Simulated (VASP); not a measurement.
# Co (P6/mmm) in VASP: a series of runs, part 2 of 2

VASP 6.6.1. The steps go on from the part before.

## 3. Single point, LDA, collinear spin, ferromagnetic start

File INCAR:

```
  PREC = Accurate
  ENCUT = 520
  EDIFF = 1E-7
  ISMEAR = -1
  SIGMA = 0.08
  LREAL = F
  LASPH = T
  NELM = 150
  ALGO = Normal
  ISIF = 2
  LWAVE = F
  LCHARG = F
  ISPIN = 2
  MAGMOM = 1.7
  LORBIT = 11
  LMAXMIX = 4
  GGA = CA
  NBANDS = 14
```

File KPOINTS:

```
regular mesh
0
Gamma
  19 19 18
```

File POSCAR:

```
Co
1.0
    2.2725758639      0.0000000000      0.0000000000
   -1.1362879320      1.9681084301      0.0000000000
    0.0000000000      0.0000000000      2.1611864396
Co
1
Direct
    0.0000000000      0.0000000000      0.0000000000
```

Potentials or basis: VASP PAW LDA potentials, release 64 (Co).

Command:

```console
cat potpaw_LDA.64/Co/POTCAR > POTCAR
mpirun -np 1 vasp_std > vasp.out
```

OUTCAR:

```text
PREC = Accurate
   ENCUT = 520
   EDIFF = 1E-7
   ISMEAR = -1
   LREAL = F
   LASPH = T
   NELM = 150
   ISIF = 2
   ISPIN = 2
   LORBIT = 11
   GGA = CA

 ion  position               nearest neighbor table
   1  0.000  0.000  0.000-

  LATTYP: Found a hexagonal cell.
 ALAT       =     2.2725758639
 C/A-ratio  =     0.9509853880

  Lattice vectors:

 A1 = (   2.2725758639,   0.0000000000,   0.0000000000)
 A2 = (  -1.1362879320,   1.9681084301,   0.0000000000)
 A3 = (   0.0000000000,   0.0000000000,   2.1611864396)

Analysis of symmetry for initial positions (statically):
=====================================================================
 Subroutine PRICEL returns:
 Original cell was already a primitive cell.

 Routine SETGRP: Setting up the symmetry group for a
 hexagonal supercell.

 Subroutine GETGRP returns: Found 24 space group operations
 (whereof 24 operations were pure point group operations)
 out of a pool of 24 trial point group operations.

The static configuration has the point symmetry D_6h.

Analysis of symmetry for dynamics (positions and initial velocities):
=====================================================================
 Subroutine PRICEL returns:
 Original cell was already a primitive cell.

 Routine SETGRP: Setting up the symmetry group for a
 hexagonal supercell.

 Subroutine GETGRP returns: Found 24 space group operations
 (whereof 24 operations were pure point group operations)
 out of a pool of 24 trial point group operations.

The dynamic configuration has the point symmetry D_6h.

Analysis of structural, dynamic, and magnetic symmetry:
=====================================================================
 Subroutine PRICEL returns:
 Original cell was already a primitive cell.

 Routine SETGRP: Setting up the symmetry group for a
 hexagonal supercell.

 Subroutine GETGRP returns: Found 24 space group operations
 (whereof 24 operations were pure point group operations)
 out of a pool of 24 trial point group operations.

The overall configuration has the point symmetry D_6h.

 Subroutine INISYM returns: Found 24 space group operations
 (whereof 24 operations are pure point group operations),
 and found     1 'primitive' translations

----------------------------------------------------------------------------------------

                                     Primitive cell

  volume of cell :       9.6663

  direct lattice vectors                    reciprocal lattice vectors
     2.272575864  0.000000000  0.000000000     0.440029315  0.254051043  0.000000000
    -1.136287932  1.968108430  0.000000000     0.000000000  0.508102087  0.000000000
     0.000000000  0.000000000  2.161186440     0.000000000  0.000000000  0.462708807

  length of vectors
     2.272575864  2.272575864  2.161186440     0.508102087  0.508102087  0.462708807

  position of ions in fractional coordinates (direct lattice)
     0.000000000  0.000000000  0.000000000

  ion indices of the primitive-cell ions
   primitive index   ion index
                 1           1

----------------------------------------------------------------------------------------

 KPOINTS: regular mesh

Automatic generation of k-mesh.
 Grid dimensions read from file:
 generate k-points for:   19   19   18

 Generating k-lattice:

  Cartesian coordinates                     Fractional coordinates (reciprocal lattice)
     0.023159438  0.013371108  0.000000000     0.052631579  0.000000000  0.000000000
     0.000000000  0.026742215  0.000000000     0.000000000  0.052631579  0.000000000
     0.000000000  0.000000000  0.025706045     0.000000000  0.000000000  0.055555556
[... 65 lines left out ...]
   POTIM  = 0.5000    time-step for ionic-motion
   TEBEG  =    0.0;   TEEND  =   0.0 temperature during run
   PSTRESS=    0.0 pullay stress
   NELECT =       9.0000    total number of electrons
   NUPDOWN=      -1.0000    fix difference up-down
   EMIN   =  10.00;   EMAX   =-10.00  energy-range for DOS
   EFERMI =   0.00;   METHOD = LEGACY
   ISMEAR =    -1;   SIGMA  =   0.08  broadening in eV -4-tet -1-fermi 0-gaus
   EFERMI_NEDOS =   21; number of points for ismear=-14 and -15
   IALGO  =     38    algorithm
   IMIX   =      4    mixing-type and parameters
     AMIX     =   0.40;   BMIX     =  1.00
     AMIX_MAG =   1.60;   BMIX_MAG =  1.00
  volume/ion in A,a.u.               =       9.67        65.23
  Fermi-wavevector in a.u.,A,eV,Ry     =   1.598585  3.020888 34.769343  2.555475
  Thomas-Fermi vector in A             =   2.696012
   LORBIT       =     11    0 simple, 1 ext, 2 COOP (PROOUT), +10 PAW based schemes
   GGA     = CA    functional components
   LHFCALC =     F    Hartree Fock is set to
   AEXX    =    0.0000 exact exchange contribution
   IVDW    =     0    specifies the selected vdW correction
   LEPSILON=     F    determine dielectric tensor
   LRPA    =     F    only Hartree local field effects (RPA)
 spin polarized calculation
  energy-cutoff  :      520.00
  volume of cell :        9.67
 maximum number of plane-waves:       272
 NGX is ok and might be reduce to    18
   NGX =  9   NGY =  9   NGZ =  9

 number of electron       9.0000003 magnetization       0.9561752

 Free energy of the ion-electron system (eV)
  ---------------------------------------------------
  ext. energy  EPLUGINS =         0.00000000
  ---------------------------------------------------
  free energy    TOTEN  =        -7.49477279 eV

  energy without entropy =       -7.45858093  energy(sigma->0) =       -7.47667686

 E-fermi :  11.8151     XC(G=0): -14.3666

 val. band max:       11.8118251237   @ k =   0.1579   0.1579   0.0556
 cond. band min:      11.8151777852   @ k =   0.3158   0.0526   0.1111
 fundamental gap:      0.0033526615
 Fermi energy:        11.8150929558

 spin component 1

 k-point     1 :       0.0000    0.0000    0.0000
  band No.  band energies     occupation
      1       2.1827      1.00000
      2       6.9241      1.00000
      3       9.3086      1.00000
      4       9.3086      1.00000
      5      11.9064      0.24208
      6      11.9064      0.24208
      7      33.6978      0.00000
      8      36.0695      0.00000
      9      39.8629      0.00000
     10      41.7498      0.00000
     11      41.7498      0.00000
     12      43.7963      0.00000
     13      43.7963      0.00000
     14      48.6841      0.00000
[... 379 lines left out ...]
      3       9.1354      1.00000
      4      10.5371      1.00000
      5      11.5301      0.97242
      6      12.3751      0.00091
      7      22.4849      0.00000
      8      28.9290      0.00000
      9      40.2215      0.00000
     10      41.1342      0.00000
     11      41.1468      0.00000
     12      49.0421      0.00000
     13      50.2652      0.00000
     14      51.8007      0.00000

 [... further k-points ...]

 spin component 2

 k-point     1 :       0.0000    0.0000    0.0000
  band No.  band energies     occupation
      1       2.3642      1.00000
      2       7.5650      1.00000
      3      10.0821      1.00000
      4      10.0821      1.00000
      5      13.0701      0.00000
      6      13.0701      0.00000
      7      33.9575      0.00000
      8      36.1492      0.00000
      9      40.1640      0.00000
     10      42.0928      0.00000
     11      42.0928      0.00000
     12      44.0677      0.00000
     13      44.0677      0.00000
     14      50.4279      0.00000
[... 379 lines left out ...]
      3       9.6373      1.00000
      4      11.6148      0.92439
      5      12.6724      0.00002
      6      13.1539      0.00000
      7      22.9190      0.00000
      8      29.2310      0.00000
      9      40.3965      0.00000
     10      41.4391      0.00000
     11      41.4613      0.00000
     12      50.5341      0.00000
     13      50.7589      0.00000
     14      52.2529      0.00000

 [... further k-points ...]
[... 5 lines left out ...]
  --------------------------------------------------------------------------------------
  -------------------------------------------------------------------------------------
  Total        1.5978188      1.5978188      1.6042235     -0.0000000     -0.0000000     -0.0000000
  in kB      264.8368784    264.8368784    265.8984509     -0.0000000     -0.0000000     -0.0000000
  external PRESSURE =     265.1907359 kB  Pullay stress =       0.0000000 kB

 VOLUME and BASIS-vectors are now :
 -----------------------------------------------------------------------------
  energy-cutoff  :      520.00
  volume of cell :        9.67
      direct lattice vectors                 reciprocal lattice vectors
     2.272575864  0.000000000  0.000000000     0.440029315  0.254051043  0.000000000
    -1.136287932  1.968108430  0.000000000     0.000000000  0.508102087  0.000000000
     0.000000000  0.000000000  2.161186440     0.000000000  0.000000000  0.462708807

 POSITION                                       TOTAL-FORCE (eV/Angst)
 -----------------------------------------------------------------------------------
      0.00000      0.00000      0.00000         0.000000      0.000000      0.000000
 -----------------------------------------------------------------------------------
    total drift:                                0.000000      0.000000      0.000000

  FREE ENERGIE OF THE ION-ELECTRON SYSTEM (eV)
  ---------------------------------------------------
  free  energy   TOTEN  =        -7.4947727918 eV

  energy  without entropy=       -7.4585809304  energy(sigma->0) =       -7.47667686

 total charge

# of ion       s       p       d       tot
------------------------------------------
    1        0.575   0.606   7.473   8.654

 magnetization (x)

# of ion       s       p       d       tot
------------------------------------------
    1        0.004   0.003   0.937   0.944
```

OSZICAR:

```text
N       E                     dE             d eps       ncg     rms          rms(c)
DAV:   1     0.279674051675E+02    0.27967E+02   -0.37762E+03 23598   0.797E+02
DAV:   2    -0.714266535841E+01   -0.35110E+02   -0.32781E+02 24482   0.152E+02
DAV:   3    -0.833759889883E+01   -0.11949E+01   -0.11799E+01 28268   0.291E+01
DAV:   4    -0.834421267324E+01   -0.66138E-02   -0.66123E-02 27198   0.206E+00
DAV:   5    -0.834427985950E+01   -0.67186E-04   -0.67185E-04 29308   0.201E-01    0.117E+01
DAV:   6    -0.761623096553E+01    0.72805E+00   -0.73769E+00 28990   0.332E+01    0.375E+00
DAV:   7    -0.751622318328E+01    0.10001E+00   -0.65584E-01 25902   0.959E+00    0.246E+00
DAV:   8    -0.749891888099E+01    0.17304E-01   -0.11240E-02 32526   0.732E-01    0.119E+00
DAV:   9    -0.749506290172E+01    0.38560E-02   -0.24152E-03 35786   0.271E-01    0.208E-01
DAV:  10    -0.749477392162E+01    0.28898E-03   -0.14731E-04 33616   0.747E-02    0.396E-02
DAV:  11    -0.749477116942E+01    0.27522E-05   -0.18244E-05 31242   0.333E-02    0.213E-02
DAV:  12    -0.749477286610E+01   -0.16967E-05   -0.12913E-06 29990   0.858E-03    0.310E-03
DAV:  13    -0.749477279176E+01    0.74341E-07   -0.27316E-08 19218   0.138E-03
   1 F= -.74947728E+01 E0= -.74766769E+01  d E =-.361919E-01  mag=     0.9559
```

stdout:

```text
POSCAR found type information on POSCAR Co
 POSCAR found :  1 types and       1 ions
 scaLAPACK will be used
 LDA part: xc-table for (Slater(with rela. corr.)+CA(PZ))
 , standard interpolation
 POSCAR, INCAR and KPOINTS ok, starting setup
 FFT: planning ... GRIDC
 FFT: planning ... GRID_SOFT
 FFT: planning ... GRID
 WAVECAR not read
 entering main loop
```

It took 76 s on 1 thread of Intel Xeon 6975P-C, shared host; peak memory 0.19 GiB.

What came out:

* Free energy: -7.4948 eV
* Pressure: 26.5 GPa
* Net moment: 0.96 μB per cell
* Site moments: Co +0.94 μB
* Valence electrons inside the program's atomic spheres: Co 8.65

Levels at points of the mesh, in eV from the Fermi level:
Spin up:
| k point | band 1 | band 2 | band 3 | band 4 | band 5 | band 6 | band 7 | band 8 | band 9 | band 10 |
| --- | --- | --- | --- | --- | --- | --- | --- | --- | --- | --- |
| (0.00, 0.00, 0.00) | -9.63 | -4.89 | -2.51 | -2.51 | 0.09 | 0.09 | 21.88 | 24.25 | 28.05 | 29.93 |
| (0.00, 0.00, 0.50) | -5.08 | -2.08 | -2.08 | -1.86 | -1.45 | -1.45 | 5.77 | 29.67 | 32.75 | 32.75 |
Spin down:
```tsv
k point	band 1	band 2	band 3	band 4	band 5	band 6	band 7	band 8	band 9
(0.00, 0.00, 0.00)	-9.45	-4.25	-1.73	-1.73	1.26	1.26	22.14	24.33	28.35
(0.00, 0.00, 0.50)	-4.64	-1.69	-1.28	-1.28	-0.37	-0.37	6.37	29.79	32.88
```
